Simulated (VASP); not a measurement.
A run of VASP 6.6.1 is set up as follows.

The input INCAR:

```
SYSTEM = Ni
PREC     = Accurate       ! precision mode
ENCUT    = 600            ! plane-wave cutoff, eV
EDIFF    = 1E-6           ! SCF threshold, eV
ISMEAR   = -1             ! smearing method
SIGMA    = 0.05           ! smearing width, eV
LREAL    = .False.        ! projectors in reciprocal space
LASPH    = .True.         ! aspherical terms in the spheres
NELM     = 150            ! most SCF steps
ALGO     = Normal         ! electronic algorithm
ISIF     = 3              ! what is computed and relaxed
LWAVE    = .False.        ! write WAVECAR
LCHARG   = .False.        ! write CHGCAR
ISPIN    = 2              ! spin polarisation
MAGMOM   = 1 1            ! initial moments
LORBIT   = 11             ! projections on sites
LMAXMIX  = 4              ! l up to which the mixer works
GGA      = CA             ! functional
IBRION   = 2              ! ionic algorithm
NSW      = 60             ! ionic steps
EDIFFG   = -0.005         ! ionic threshold
```

The input KPOINTS:

```
Automatic mesh
0
Gamma
  20 20 11
  0 0 0
```

Contents of POSCAR:

```
Ni
1.0
    2.4282702427      0.0000000000      0.0000000000
   -1.2141351214      2.1029437175      0.0000000000
    0.0000000000      0.0000000000      3.9337977932
Ni
2
Direct
    0.3333333333      0.6666666667      0.2500000000
    0.6666666667      0.3333333333      0.7500000000
```

Potentials or basis: VASP PAW LDA potentials, release 64 (Ni).

The run is started by

```console
$ cat potpaw_LDA.64/Ni/POTCAR > POTCAR
$ mpirun -np 1 vasp_std > vasp.out
```

Question: Estimate the space group after relaxing (to 0.1 Å).

Answer: P6_3/mmc (No. 194).

Question: What does it give for the net moment?

Answer: 1.17 μB per cell.

Final structure:
```yaml
crystal:
  lattice:
    - [2.41861, 0.00000, 0.00000]
    - [-1.20931, 2.09458, 0.00000]
    - [0.00000, 0.00000, 3.96850]
  atoms:
    - { symbol: Ni, position: [0.33333, 0.66667, 0.25000] }
    - { symbol: Ni, position: [0.66667, 0.33333, 0.75000] }
```
